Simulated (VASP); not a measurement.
The system is Ni.

```
CELL_PARAMETERS angstrom
0.00000 1.69775 1.69775
1.69775 0.00000 1.69775
1.69775 1.69775 0.00000
ATOMIC_POSITIONS crystal
Ni 0.00000 0.00000 0.00000
```

Base run:

| Quantity | Value |
| --- | --- |
| Program | VASP 6.6.1 |
| Functional | PBE |
| Dispersion | D4 |
| Potentials or basis | VASP PAW PBE potentials, release 64 (Ni_sv_GW) |
| Cutoff | 590 eV |
| k mesh | 13 × 13 × 13 |
| Occupations | tetrahedron |
| Spin | collinear spin, ferromagnetic start |
| Starting moments | [1.0] μB |
| Hubbard terms | Ni d U = 3.5 eV |

Its results: pressure 15.2 GPa; net moment 0.74 μB per cell; site moments Ni +0.81 μB.

Question: The run is repeated on the same cell with these changes: potentials or basis from VASP PAW PBE potentials, release 64 (Ni_sv_GW) to VASP PAW PBE potentials, release 64 (Ni); cutoff from 590 eV to 520 eV; further incar settings from ALGO = Normal; EDIFF = 1e-06; NBANDS = 19 to ALGO = Normal; EDIFF = 1e-06; NBANDS = 15; valence electrons from 18 to 10. What comes out?

Answer: Pressure 8.3 GPa; net moment 0.66 μB per cell; site moments Ni +0.68 μB.

Caveats: pairwise dispersion overbinds metals, which lowers pressure and volume; the U is typed as a test and isn't derived for this compound; tetrahedron occupations give inexact forces and stress in metals.
